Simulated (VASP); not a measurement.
Set up this calculation in VASP 6.6.1, as the native input.

* Task: single point
* Functional: PBE
* Dispersion: D3(BJ)
* Potentials or basis: VASP PAW PBE potentials, release 64 (Mo_sv, S)
* Cutoff: 520 eV
* k mesh: 15 × 15 × 15
* Occupations: gaussian, width 0.15 eV
* Spin: no spin polarisation
* Dipole correction: no
* Further INCAR settings: ALGO = Normal; EDIFF = 1e-06; NBANDS = 20

The structure of MoS2 lies in POSCAR:

```
MoS2
1.0
    1.5671157387      0.9047746936      5.9549887142
   -1.5671157387      0.9047746936      5.9549887142
    0.0000000000     -1.8095493872      5.9549887142
Mo S
1 2
Direct
    0.0121532469     -0.0121532469      0.0000000000
    0.7381841714      0.7745567242      0.7563704478
    0.2254432758      0.2618158286      0.2436295522
```

This cell differs from its parent crystal: mode 4 frozen in at -0.057 Å and mode 5 at +0.000 Å (largest displacements).

One way to write it, as run:

INCAR

```
SYSTEM = MoS2
PREC = Accurate ; ENCUT = 520
EDIFF = 1E-6 ; ISMEAR = 0
SIGMA = 0.15 ; LREAL = .False.
LASPH = .True. ; NELM = 60
ALGO = Normal ; ISIF = 2
LWAVE = .False. ; LCHARG = .False.
GGA = PE ; IVDW = 12
NBANDS = 20
```

KPOINTS

```
regular mesh
0
Gamma
  15 15 15
  0 0 0
```

Potentials or basis: VASP PAW PBE potentials, release 64 (Mo_sv, S).

Run with:

```sh
$ cat potpaw_PBE.64/Mo_sv/POTCAR potpaw_PBE.64/S/POTCAR > POTCAR
$ mpirun -np 1 vasp_std > vasp.out
```

It gave:

```
Pressure                   : 0.4 GPa
Largest force              : 0.763 eV/Å
Band gap on the k mesh     : zero (band 13 reaches 8.61 eV, above the bottom of band 14 at 8.20 eV)
Dispersion energy per atom : -0.450 eV
```

Caveat: the cell differs from its parent crystal (mode 4 frozen in at -0.057 Å and mode 5 at +0.000 Å (largest displacements)); pairwise dispersion overbinds metals, which lowers pressure and volume.

Wall time 16 min on 1 thread of Intel(R) Xeon(R) 6975P-C (Granite Rapids), on a shared host, peak memory 0.97 GiB.
